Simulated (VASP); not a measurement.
# In (I4_1/amd) in VASP: single point with r2SCAN

Aim: the single point of In with r2SCAN.

Everything below comes from runs of VASP 6.6.1. Logs are shortened: lines on timing, memory, paths and dates and some standing lists are left out, and cuts for length are marked.

## (1) The cell of the first run

The structure is tetragonal, space group I4_1/amd (No. 141). The conventional cell has a = 5.835 Å, b = 5.835 Å, c = 3.183 Å, α = 90.00°, β = 90.00°, γ = 90.00°. Within 4.0 Å of In (site symmetry -4m2) lie 10 In at 3.02 to 3.77 Å.

## (2) Single point, r2SCAN

POSCAR

```
In
1.0
   -2.9174576516      2.9174576516      1.5915270036
    2.9174576516     -2.9174576516      1.5915270036
    2.9174576516      2.9174576516     -1.5915270036
In
2
Direct
    0.0000000000      0.0000000000      0.0000000000
    0.7500000000      0.2500000000      0.5000000000
```

INCAR.step1

```
  ALGO = Normal
  EDIFF = 1E-4
  ENCUT = 520
  GGA = PE
  ISMEAR = 0
  LASPH = True
  LCHARG = False
  LREAL = False
  LWAVE = True
  NBANDS = 20
  NELM = 80
  PREC = Accurate
  SIGMA = 0.1
```

INCAR.step2

```
  ALGO = Normal
  EDIFF = 1E-6
  ENCUT = 520
  ISIF = 2
  ISMEAR = 0
  ISTART = 1
  LASPH = True
  LCHARG = False
  LMIXTAU = True
  LREAL = False
  LWAVE = False
  METAGGA = R2SCAN
  NBANDS = 20
  NELM = 80
  PREC = Accurate
  SIGMA = 0.1
```

KPOINTS

```
k-points
0
Gamma
  6 6 6
```

Potentials or basis: VASP PAW PBE potentials, release 64 (In_d).

Started as:

```
$ cat potpaw_PBE.64/In_d/POTCAR > POTCAR
$ cp INCAR.step1 INCAR
$ mpirun -np 1 vasp_std > vasp.out
$ cp INCAR.step2 INCAR
$ mpirun -np 1 vasp_std > vasp.out
```

OUTCAR:

```text
EDIFF = 1E-6
   ENCUT = 520
   ISIF = 2
   ISMEAR = 0
   ISTART = 1
   LASPH = True
   LREAL = False
   METAGGA = R2SCAN
   NELM = 80
   PREC = Accurate

 ion  position               nearest neighbor table
   1  0.000  0.000  0.000-   2 3.02   2 3.02   2 3.02   2 3.02   2 3.77   2 3.77   2 3.77   2 3.77

   2  0.750  0.250  0.500-   1 3.02   1 3.02   1 3.02   1 3.02   1 3.77   1 3.77   1 3.77   1 3.77

  LATTYP: Found a body centered tetragonal cell.
 ALAT       =     5.8349153032
 C/A-ratio  =     0.5455184594

  Lattice vectors:

 A1 = (  -2.9174576516,   2.9174576516,   1.5915270036)
 A2 = (   2.9174576516,  -2.9174576516,   1.5915270036)
 A3 = (   2.9174576516,   2.9174576516,  -1.5915270036)

Analysis of symmetry for initial positions (statically):
=====================================================================
 Subroutine PRICEL returns:
 Original cell was already a primitive cell.

 Routine SETGRP: Setting up the symmetry group for a
 body centered tetragonal supercell.

 Subroutine GETGRP returns: Found 16 space group operations
 (whereof  8 operations were pure point group operations)
 out of a pool of 16 trial point group operations.

The static configuration has the point symmetry D_2d.
 The point group associated with its full space group is D_4h.

Analysis of symmetry for dynamics (positions and initial velocities):
=====================================================================
 Subroutine PRICEL returns:
 Original cell was already a primitive cell.

 Routine SETGRP: Setting up the symmetry group for a
 body centered tetragonal supercell.

 Subroutine GETGRP returns: Found 16 space group operations
 (whereof  8 operations were pure point group operations)
 out of a pool of 16 trial point group operations.

The dynamic configuration has the point symmetry D_2d.
 The point group associated with its full space group is D_4h.

 Subroutine INISYM returns: Found 16 space group operations
 (whereof  8 operations are pure point group operations),
 and found     1 'primitive' translations

----------------------------------------------------------------------------------------

                                     Primitive cell

  volume of cell :      54.1855

  direct lattice vectors                    reciprocal lattice vectors
    -2.917457652  2.917457652  1.591527004     0.000000000  0.171382093  0.314163692
     2.917457652 -2.917457652  1.591527004     0.171382093  0.000000000  0.314163692
     2.917457652  2.917457652 -1.591527004     0.171382093  0.171382093  0.000000000

  length of vectors
     4.422225288  4.422225288  4.422225288     0.357869596  0.357869596  0.242370881

  position of ions in fractional coordinates (direct lattice)
     0.000000000  0.000000000  0.000000000
     0.750000000  0.250000000  0.500000000

  ion indices of the primitive-cell ions
   primitive index   ion index
                 1           1
                 2           2

----------------------------------------------------------------------------------------

 KPOINTS: k-points

Automatic generation of k-mesh.
 Grid dimensions read from file:
 generate k-points for:    6    6    6

 Generating k-lattice:

  Cartesian coordinates                     Fractional coordinates (reciprocal lattice)
     0.000000000  0.028563682  0.052360615     0.166666667  0.000000000 -0.000000000
     0.028563682  0.000000000  0.052360615     0.000000000  0.166666667 -0.000000000
     0.028563682  0.028563682  0.000000000     0.000000000  0.000000000  0.166666667

  Length of vectors
     0.059644933  0.059644933  0.040395147

  Shift w.r.t. Gamma in fractional coordinates (k-lattice)
     0.000000000  0.000000000  0.000000000

 Subroutine IBZKPT returns following result:
 ===========================================

 Found     30 irreducible k-points:

 Following reciprocal coordinates:
            Coordinates               Weight
  0.000000  0.000000  0.000000      1.000000
  0.166667  0.000000  0.000000      8.000000
  0.333333  0.000000 -0.000000      8.000000
  0.500000  0.000000  0.000000      4.000000
  0.166667  0.166667  0.000000      8.000000
  0.333333  0.166667 -0.000000     16.000000
[... 16 lines left out ...]
 -0.333333 -0.333333  0.166667      8.000000
 -0.166667 -0.333333  0.166667      8.000000
 [... further k-points ...]
   k-points           NKPTS =     30   k-points in BZ     NKDIM =     30   number of bands    NBANDS=     20
   number of dos      NEDOS =    301   number of ions     NIONS =      2
   total plane-waves  NPLWV =  46656
   dimension x,y,z NGX =    36 NGY =   36 NGZ =   36
   dimension x,y,z NGXF=    72 NGYF=   72 NGZF=   72
   ions per type =               2
   NGX,Y,Z   is equivalent  to a cutoff of  13.53, 13.53, 13.53 a.u.
   NGXF,Y,Z  is equivalent  to a cutoff of  27.07, 27.07, 27.07 a.u.
 SYSTEM =  unknown system
   PREC   = accura    normal or accurate (medium, high low for compatibility)
   ISTART =      1    job   : 0-new  1-cont  2-samecut
   ICHARG =      0    charge: 1-file 2-atom 10-const
   ISPIN  =      1    spin polarized calculation?
   LNONCOLLINEAR =      F non collinear calculations
   LSORBIT =      F    spin-orbit coupling
   LASPH  =      T    aspherical Exc in radial PAW
   ENCUT  =  520.0 eV  38.22 Ry    6.18 a.u.   8.22  8.22  8.22*2*pi/ulx,y,z
   NELM   =     80;   NELMIN=  2; NELMDL=  0     # of ELM steps
   EDIFF  = 0.1E-05   stopping-criterion for ELM
   LREAL  =      F    real-space projection
   EDIFFG = 0.1E-04   stopping-criterion for IOM
   NSW    =      0    number of steps for IOM
   IBRION =     -1    ionic relax: 0-MD 1-quasi-New 2-CG
   NFREE  =      0    steps in history (QN), initial steepest desc. (CG)
   ISIF   =      2    stress and relaxation
   ISYM   =      2    0-nonsym 1-usesym 2-fastsym
   POTIM  = 0.5000    time-step for ionic-motion
   TEBEG  =    0.0;   TEEND  =   0.0 temperature during run
   PSTRESS=    0.0 pullay stress
   NELECT =      26.0000    total number of electrons
   NUPDOWN=      -1.0000    fix difference up-down
   EMIN   =  10.00;   EMAX   =-10.00  energy-range for DOS
   EFERMI =   0.00;   METHOD = LEGACY
   ISMEAR =     0;   SIGMA  =   0.10  broadening in eV -4-tet -1-fermi 0-gaus
   EFERMI_NEDOS =   21; number of points for ismear=-14 and -15
   IALGO  =     38    algorithm
   IMIX   =      4    mixing-type and parameters
     AMIX     =   0.40;   BMIX     =  1.00
     AMIX_MAG =   1.60;   BMIX_MAG =  1.00
  volume/ion in A,a.u.               =      27.09       182.83
  Fermi-wavevector in a.u.,A,eV,Ry     =   1.281656  2.421979 22.349513  1.642643
  Thomas-Fermi vector in A             =   2.414013
   LORBIT       =      0    0 simple, 1 ext, 2 COOP (PROOUT), +10 PAW based schemes
   METAGGA = R2SCAN    functional components
   LHFCALC =     F    Hartree Fock is set to
   AEXX    =    0.0000 exact exchange contribution
   IVDW    =     0    specifies the selected vdW correction
   LEPSILON=     F    determine dielectric tensor
   LRPA    =     F    only Hartree local field effects (RPA)
 non-spin polarized calculation
 Gauss-broadening in eV      SIGMA  =   0.10
  energy-cutoff  :      520.00
  volume of cell :       54.19
 maximum number of plane-waves:      1476
 NGX is ok and might be reduce to    36
   NGX = 17   NGY = 17   NGZ = 17

 number of electron      25.9999988 magnetization

 Free energy of the ion-electron system (eV)
  ---------------------------------------------------
  ext. energy  EPLUGINS =         0.00000000
  ---------------------------------------------------
  free energy    TOTEN  =       -45.03810028 eV

  energy without entropy =      -45.02757032  energy(sigma->0) =      -45.03283530

 E-fermi :   7.0083     XC(G=0): -10.7954

 val. band max:        6.9489465115   @ k =  -0.3333   0.1667   0.0000
 cond. band min:       7.0182222147   @ k =   0.3333   0.1667  -0.0000
 fundamental gap:      0.0692757032
 Fermi energy:         7.0083003845

 k-point     1 :       0.0000    0.0000    0.0000
  band No.  band energies     occupation
      1      -8.5884      2.00000
      2      -8.4041      2.00000
      3      -8.3946      2.00000
      4      -8.3339      2.00000
      5      -8.0140      2.00000
      6      -8.0140      2.00000
[... 12 lines left out ...]
     19      16.8515      0.00000
     20      19.1367      0.00000

 k-point     2 :       0.1667    0.0000    0.0000
  band No.  band energies     occupation
      1      -8.5567      2.00000
      2      -8.3602      2.00000
      3      -8.3112      2.00000
      4      -8.2244      2.00000
      5      -8.0932      2.00000
      6      -8.0618      2.00000
[... 12 lines left out ...]
     19      15.1559      0.00000
     20      17.0060      0.00000

 k-point     3 :       0.3333    0.0000   -0.0000
  band No.  band energies     occupation
      1      -8.4897      2.00000
      2      -8.2941      2.00000
      3      -8.2527      2.00000
      4      -8.2189      2.00000
      5      -8.1801      2.00000
      6      -8.0801      2.00000
[... 12 lines left out ...]
     19      15.2193      0.00000
     20      15.5818      0.00000

 k-point     4 :       0.5000    0.0000    0.0000
  band No.  band energies     occupation
      1      -8.4519      2.00000
      2      -8.3205      2.00000
      3      -8.3170      2.00000
      4      -8.2333      2.00000
      5      -8.1485      2.00000
      6      -8.1161      2.00000
[... 12 lines left out ...]
     19      16.3677      0.00000
     20      18.5494      0.00000

 k-point     5 :       0.1667    0.1667    0.0000
  band No.  band energies     occupation
      1      -8.5124      2.00000
      2      -8.2944      2.00000
      3      -8.2720      2.00000
      4      -8.1701      2.00000
      5      -8.1349      2.00000
      6      -8.1162      2.00000
[... 12 lines left out ...]
     19      14.4774      0.00000
     20      16.5688      0.00000
[... 353 lines left out ...]
      6      -8.0402      2.00000
[... 12 lines left out ...]
     19      18.4230      0.00000
     20      19.2363      0.00000

 k-point    22 :      -0.1667    0.5000    0.1667
  band No.  band energies     occupation
      1      -8.4199      2.00000
      2      -8.2925      2.00000
      3      -8.2518      2.00000
      4      -8.2107      2.00000
      5      -8.1295      2.00000
      6      -8.0835      2.00000
[... 12 lines left out ...]
     19      19.0704      0.00000
     20      19.1441      0.00000

 k-point    23 :      -0.3333   -0.3333    0.1667
  band No.  band energies     occupation
      1      -8.4232      2.00000
      2      -8.2904      2.00000
      3      -8.1934      2.00000
      4      -8.1499      2.00000
      5      -8.1324      2.00000
      6      -8.1046      2.00000
[... 12 lines left out ...]
     19      18.6229      0.00000
     20      19.5869      0.00000

 k-point    24 :      -0.1667   -0.3333    0.1667
  band No.  band energies     occupation
      1      -8.4708      2.00000
      2      -8.2949      2.00000
      3      -8.2681      2.00000
      4      -8.2094      2.00000
      5      -8.1574      2.00000
      6      -8.1110      2.00000
[... 12 lines left out ...]
     19      15.5195      0.00000
     20      18.7065      0.00000

 [... further k-points ...]
[... 5 lines left out ...]
  --------------------------------------------------------------------------------------
  -------------------------------------------------------------------------------------
  Total        0.3442442      0.3442442     -0.2521729      0.0000000      0.0000000      0.0000000
  in kB       10.1787424     10.1787424     -7.4563434      0.0000000      0.0000000      0.0000000
  external PRESSURE =       4.3003805 kB  Pullay stress =       0.0000000 kB

 VOLUME and BASIS-vectors are now :
 -----------------------------------------------------------------------------
  energy-cutoff  :      520.00
  volume of cell :       54.19
      direct lattice vectors                 reciprocal lattice vectors
    -2.917457652  2.917457652  1.591527004     0.000000000  0.171382093  0.314163692
     2.917457652 -2.917457652  1.591527004     0.171382093  0.000000000  0.314163692
     2.917457652  2.917457652 -1.591527004     0.171382093  0.171382093  0.000000000

 POSITION                                       TOTAL-FORCE (eV/Angst)
 -----------------------------------------------------------------------------------
      0.00000      0.00000      0.00000         0.000000     -0.000000     -0.000000
     -0.00000      2.91746      0.79576        -0.000000      0.000000      0.000000
 -----------------------------------------------------------------------------------
    total drift:                               -0.000000      0.000000     -0.000000

  FREE ENERGIE OF THE ION-ELECTRON SYSTEM (eV)
  ---------------------------------------------------
  free  energy   TOTEN  =       -45.0381002815 eV

  energy  without entropy=      -45.0275703185  energy(sigma->0) =      -45.03283530
```

Wall time 4.1 min (1 thread of Intel Xeon 6975P-C, shared host); peak memory 0.22 GiB.

Results:

| Property | Result |
| --- | --- |
| Free energy | -45.0381 eV |
| Pressure | 0.4 GPa |
| Band gap on the k mesh | zero (band 13 reaches 9.54 eV, above the bottom of band 14 at 3.33 eV) |

Caveat: the k points lie up to 0.37 Å⁻¹ apart; the PAW data sets were made with another functional, which shifts forces and pressure a little; spin-orbit coupling is left out, which moves the levels of the heavy elements.
